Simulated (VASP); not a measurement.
CdH2O2:

```xyz
5
Lattice="3.5155 0.0000 0.0000 -1.7578 3.0445 0.0000 0.0000 0.0000 4.6430" Properties=species:S:1:pos:R:3 pbc="T T T"
Cd    0.0000    0.0000    0.0000
H     1.7578    1.0148    2.5581
H     0.0000    2.0297    2.0849
O     1.7578    1.0148    3.5257
O     0.0000    2.0297    1.1172
```

Base run:

```yaml
Program: VASP 6.6.1
Functional: BLYP
Potentials_or_basis: VASP PAW PBE potentials, release 64 (Cd, H, O)
Cutoff: 520 eV
k_mesh: 6 × 6 × 4
Occupations: gaussian, width 0.01 eV
Spin: no spin polarisation
```

Its results: band gap on the k mesh 1.84 eV, indirect (least direct gap 2.19 eV); pressure 7.4 GPa; largest force 0.296 eV/Å.

After a change of settings the same cell gave: band gap on the k mesh 1.86 eV, indirect (least direct gap 2.20 eV); pressure 6.2 GPa; largest force 0.293 eV/Å. Which change was it?
A. potentials or basis from VASP PAW PBE potentials, release 64 (Cd, H, O) to VASP PAW PBE potentials, release 64 (Cd_sv_GW, H, O); cutoff from 520 eV to 600 eV; further incar settings from ALGO = Normal; EDIFF = 1e-06; NBANDS = 21 to ALGO = Normal; EDIFF = 1e-06; NBANDS = 25; valence electrons from 26 to 34
B. functional from BLYP to LDA; potentials or basis from VASP PAW PBE potentials, release 64 (Cd, H, O) to VASP PAW LDA potentials, release 64 (Cd, H, O)
C. functional from BLYP to r2SCAN; further incar settings from ALGO = Normal; EDIFF = 1e-06; NBANDS = 21 to ALGO = Normal; EDIFF = 1e-07; NBANDS = 21

A.

Caveats: the PAW data sets were made with another functional, which shifts forces and pressure a little.
